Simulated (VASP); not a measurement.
Write the native input for VASP 6.6.1 that does the following.

```yaml
Task: single point
Functional: r2SCAN
Dispersion: rVV10
Potentials_or_basis: VASP PAW PBE potentials, release 64 (Al, Ga_d, N_h)
Cutoff: 910 eV
k_mesh: 6 × 6 × 6
Occupations: fermi-dirac, width 0.03 eV
Spin: no spin polarisation
Dipole_correction: no
Further_INCAR_settings: ALGO = Normal; EDIFF = 1e-06; NBANDS = 31
```

Al3GaN4:

```
CELL_PARAMETERS angstrom
4.39509 0.00000 0.00000
0.00000 4.39509 0.00000
0.00000 0.00000 4.39509
ATOMIC_POSITIONS crystal
Al 0.50000 0.50000 0.00000
Al 0.50000 0.00000 0.50000
Al 0.00000 0.50000 0.50000
Ga 0.00000 0.00000 0.00000
N 0.74449 0.74449 0.25551
N 0.74449 0.25551 0.74449
N 0.25551 0.74449 0.74449
N 0.25551 0.25551 0.25551
```

One way to write it, as run:

POSCAR

```
Al3GaN4
1.0
    4.3950868155      0.0000000000      0.0000000000
    0.0000000000      4.3950868155      0.0000000000
    0.0000000000      0.0000000000      4.3950868155
Al Ga N
3 1 4
Direct
    0.5000000000      0.5000000000      0.0000000000
    0.5000000000      0.0000000000      0.5000000000
    0.0000000000      0.5000000000      0.5000000000
    0.0000000000      0.0000000000      0.0000000000
    0.7444870850      0.7444870850      0.2555129150
    0.7444870850      0.2555129150      0.7444870850
    0.2555129150      0.7444870850      0.7444870850
    0.2555129150      0.2555129150      0.2555129150
```

INCAR.step1

```
SYSTEM = Al3GaN4
PREC = Accurate
ENCUT = 910
ISMEAR = -1
SIGMA = 0.03
LREAL = .False.
LASPH = .True.
NELM = 120
NBANDS = 31
GGA = PE
ALGO = Normal
EDIFF = 1E-5
LWAVE = .True.
LCHARG = .False.
GGA_COMPAT = .False.
```

INCAR.step2

```
SYSTEM = Al3GaN4
PREC = Accurate
ENCUT = 910
EDIFF = 1E-6
ISMEAR = -1
SIGMA = 0.03
LREAL = .False.
LASPH = .True.
NELM = 120
ALGO = Normal
ISIF = 2
LWAVE = .False.
LCHARG = .False.
METAGGA = R2SCAN
LMIXTAU = .True.
LUSE_VDW = .True.
IVDW_NL = 2
BPARAM = 11.95
CPARAM = 0.0093
NBANDS = 31
ISTART = 1
GGA_COMPAT = .False.
```

KPOINTS

```
regular mesh
0
Gamma
  6 6 6
  0 0 0
```

Potentials or basis: VASP PAW PBE potentials, release 64 (Al, Ga_d, N_h).

Command:

```bash
$ cat potpaw_PBE.64/Al/POTCAR potpaw_PBE.64/Ga_d/POTCAR potpaw_PBE.64/N_h/POTCAR > POTCAR
$ cp INCAR.step1 INCAR
$ mpirun -np 1 vasp_std > vasp.out
$ cp INCAR.step2 INCAR
$ mpirun -np 1 vasp_std > vasp.out
```

Results of the run:

The pressure is -0.1 GPa. The largest force is 0.075 eV/Å. The band gap on the k mesh is 3.96 eV.

Caveat: the cutoff is under 1.25 times the usual one of these potentials, so pressure, stress and relaxed cells hold a basis-set (Pulay) error; the PAW data sets were made with another functional, which shifts forces and pressure a little.

Wall time 8 min on 1 thread of AMD EPYC 7R13 Processor (Zen 3), on a shared host, peak memory 0.78 GiB.
